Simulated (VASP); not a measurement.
Here is a VASP 6.6.1 calculation.

File INCAR:

```
PREC     = Accurate       # precision mode
ENCUT    = 520            # plane-wave cutoff, eV
EDIFF    = 1E-6           # SCF threshold, eV
ISMEAR   = -1             # smearing method
SIGMA    = 0.05           # smearing width, eV
LREAL    = False          # projectors in reciprocal space
LASPH    = True           # aspherical terms in the spheres
NELM     = 60             # most SCF steps
ALGO     = Normal         # electronic algorithm
ISIF     = 2              # what is computed and relaxed
LWAVE    = False          # write WAVECAR
LCHARG   = False          # write CHGCAR
GGA      = B5             # functional
ALDAX    = 1.0          
AGGAX    = 1.0          
AGGAC    = 1.0          
ALDAC    = 0.0          
NBANDS   = 18             # bands
```

Contents of KPOINTS:

```
Automatic mesh
0
Gamma
  8 8 5
```

Contents of POSCAR:

```
PtSe2
1.0
    3.8203644082      0.0000000000      0.0000000000
   -1.9101822041      3.3085326292      0.0000000000
    0.0000000000      0.0000000000      9.1365744544
Pt Se
1 2
Direct
    0.0000000000      0.0000000000      0.0000000000
    0.6666666667      0.3333333333      0.8544294966
    0.3333333333      0.6666666667      0.1455705034
```

Potentials or basis: VASP PAW PBE potentials, release 64 (Pt, Se).

Run with:

```sh
$ cat potpaw_PBE.64/Pt/POTCAR potpaw_PBE.64/Se/POTCAR > POTCAR
$ mpirun -np 1 vasp_std > vasp.out
```

(1) What does it give for the band gap on the k mesh?

(2) Estimate the pressure.

(3) Predict the largest force.

Answers

(1) 1.28 eV, indirect (least direct gap 1.43 eV).

(2) 0.2 GPa.

(3) 0.051 eV/Å.

Caveat: the PAW data sets were made with another functional, which shifts forces and pressure a little; spin-orbit coupling is left out, which moves the levels of the heavy elements.
